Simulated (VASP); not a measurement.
Set up this calculation in VASP 6.6.1, as the native input.

| Item | Value |
| --- | --- |
| Task | relaxation of cell and atoms |
| Functional | PBEsol |
| Potentials or basis | VASP PAW PBE potentials, release 64 (Bi_d) |
| Cutoff | 600 eV |
| k mesh | 4 × 4 × 2 |
| Occupations | gaussian, width 0.1 eV |
| Spin | no spin polarisation |
| Dipole correction | no |
| Further INCAR settings | ALGO = Normal; EDIFF = 1e-06; IBRION = 2; EDIFFG = -0.04; NSW = 90; ISIF = 3 |

The structure of Bi lies in POSCAR:

```
Bi
1.0
    3.4319261452     -2.2682406431      0.0000000000
    3.4319261452      2.2682406431      0.0000000000
    0.0000000000      0.0000000000      9.2527188696
Bi
4
Direct
    0.8500000000      0.1500000000      0.1170000000
    0.6500000000      0.3500000000      0.6170000000
    0.1500000000      0.8500000000      0.8830000000
    0.3500000000      0.6500000000      0.3830000000
```

One way to write it, as run:

INCAR

```
ALGO = Normal
EDIFF = 1E-6
EDIFFG = -0.04
ENCUT = 600
GGA = PS
IBRION = 2
ISIF = 3
ISMEAR = 0
LASPH = T
LCHARG = F
LREAL = F
LWAVE = F
NELM = 80
NSW = 90
PREC = Accurate
SIGMA = 0.1
```

KPOINTS

```
k-points
0
Gamma
  4 4 2
```

Potentials or basis: VASP PAW PBE potentials, release 64 (Bi_d).

Command:

```sh
$ cat potpaw_PBE.64/Bi_d/POTCAR > POTCAR
$ mpirun -np 1 vasp_std > vasp.out
```

Results of the run:

The relaxed volume is 30.23 Å³/atom. The relaxed cell is a = 3.557 Å, b = 3.557 Å, c = 9.801 Å, α = 90.00°, β = 90.00°, γ = 77.21° and the space group after relaxing (to 0.1 Å) is Fmmm (No. 69). The energy gained by relaxing is 770.0 meV/atom and the ionic steps are 24. The pressure after relaxing is 0.0 GPa and the largest force after relaxing is 0.012 eV/Å. The band gap on the k mesh is zero (bands 30 and 31 overlap by 3.16 eV).

Caveat: the k points lie up to 0.45 Å⁻¹ apart in the final cell, too coarse for converged energies and pressures of a metal; the volume moved by over 15 % at a fixed basis, so the end points are rough; the PAW data sets were made with another functional, which shifts forces and pressure a little; spin-orbit coupling is left out, which moves the levels of the heavy elements.

It took 18 min on 1 thread of Intel(R) Xeon(R) 6975P-C (Granite Rapids), with other jobs on the host, peak memory 0.35 GiB.
